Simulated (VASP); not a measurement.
Sn: relaxation of cell and atoms with LDA

Crystal: Sn.

```
CELL_PARAMETERS angstrom
2.63753 0.00000 0.00000
0.00000 2.63753 0.00000
0.00000 0.00000 2.63753
ATOMIC_POSITIONS crystal
Sn 0.00000 0.00000 0.00000
```

This isn't the form of Sn at room conditions, which is tetragonal (white tin).

- Program: VASP 6.6.1
- Task: relaxation of cell and atoms
- Functional: LDA
- Potentials or basis: VASP PAW LDA potentials, release 64 (Sn_d)
- Cutoff: 600 eV
- k mesh: 14 × 14 × 14
- Occupations: fermi-dirac, width 0.08 eV
- Spin: no spin polarisation
- Target pressure: 52 GPa
- Dipole correction: no
- Further INCAR settings: ALGO = Normal; EDIFF = 1e-06; IBRION = 2; EDIFFG = -0.005; NSW = 60; ISIF = 3

| Property | Result |
| --- | --- |
| Relaxed volume | 18.86 Å³/atom |
| Relaxed cell | a = 2.662 Å, b = 2.662 Å, c = 2.662 Å, α = 90.00°, β = 90.00°, γ = 90.00° |
| Space group after relaxing (to 0.1 Å) | Pm-3m (No. 221) |
| Energy change on relaxing (the run minimises the enthalpy) | -179.9 meV/atom |
| Ionic steps | 4 |
| Pressure after relaxing | 52.0 GPa |
| Band gap on the k mesh | zero (bands 7 and 8 overlap by 10.38 eV) |

Step by step:
```
step  energy change (eV)  largest force (eV/Å)  pressure (GPa)  volume (Å³)
   1              0.0000                0.0000           59.78        18.35
   2             -0.6675                0.0000           29.78        20.82
   3             -0.1870                0.0000           51.68        18.89
   4             -0.1799                0.0000           52.00        18.86
```

Final structure:
```cif
data_structure
_symmetry_space_group_name_H-M 'P 1'
_symmetry_Int_Tables_number 1
_cell_length_a 2.6620
_cell_length_b 2.6620
_cell_length_c 2.6620
_cell_angle_alpha 90.000
_cell_angle_beta 90.000
_cell_angle_gamma 90.000
_cell_volume 18.86
loop_
_atom_site_label
_atom_site_type_symbol
_atom_site_fract_x
_atom_site_fract_y
_atom_site_fract_z
_atom_site_occupancy
Sn1 Sn 0.00000 0.00000 0.00000 1
```

Levels at points of the mesh, in eV from the Fermi level:
```tsv
k point	band 5	band 6	band 7	band 8	band 9	band 10
(0.00, 0.00, 0.00)	-21.59	-14.62	6.75	6.75	6.75	10.76
(0.50, 0.00, 0.00)	-21.56	-9.30	-7.57	11.16	11.16	12.26
(0.50, 0.50, 0.00)	-21.24	-3.81	-3.81	-3.64	2.02	15.68
(0.50, 0.50, 0.50)	-21.21	-0.05	-0.05	-0.05	3.55	6.07
```

Wall time 62 s on 1 thread of Intel Xeon 8259CL, with other jobs on the host, peak memory 0.16 GiB.

Caveat: the cell is relaxed towards a set pressure, so the run minimises the enthalpy, not the energy; spin-orbit coupling is left out, which moves the levels of the heavy elements.
